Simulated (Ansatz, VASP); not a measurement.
## Be3Te2Se in VASP and in Ansatz

```
Be Te Se
1.0
     7.70726    0.00000    0.00000
    -3.85363    6.67469    0.00000
     0.00000    0.00000    3.88656
Be Te Se
3 2 1
Direct
  0.50000 0.00000 0.00000
  0.00000 0.50000 0.00000
  0.50000 0.50000 0.00000
  0.33333 0.66667 0.00000
  0.66667 0.33333 0.00000
  0.00000 0.00000 0.50000
```

Alike in both runs: functional PBE; k mesh 2 × 2 × 3; occupations gaussian, width 0.15 eV; no spin polarisation.

Ansatz relaxed the structure, and its values are those at the end. VASP's run is a single point on that final structure, the one shown.

```csv
,VASP,Ansatz
version,VASP 6.6.1,Ansatz 0.2.0
potentials or method,"VASP PAW PBE potentials, release 64 (Be, Te, Se), cutoff 600 eV","scalar-relativistic, plane waves, PAW"
valence electrons in the cell,24,54
```

```tsv
	VASP	Ansatz	Ansatz less VASP
gap on the k mesh at the Fermi level (eV)	0.17	0.17	+0.007
least direct gap on the mesh (eV)	0.38	0.38	+0.005
pressure (GPa)	0.1	0.0	-0.09
```

With one functional, cell and mesh, what is left measures potentials, basis and numerics. VASP's potentials hold 24 valence electrons a cell and Ansatz's 54, so a difference there can come from the potentials and not from the codes.

The k mesh is coarse, so the values compare programs but aren't converged. Spin-orbit coupling is off throughout.
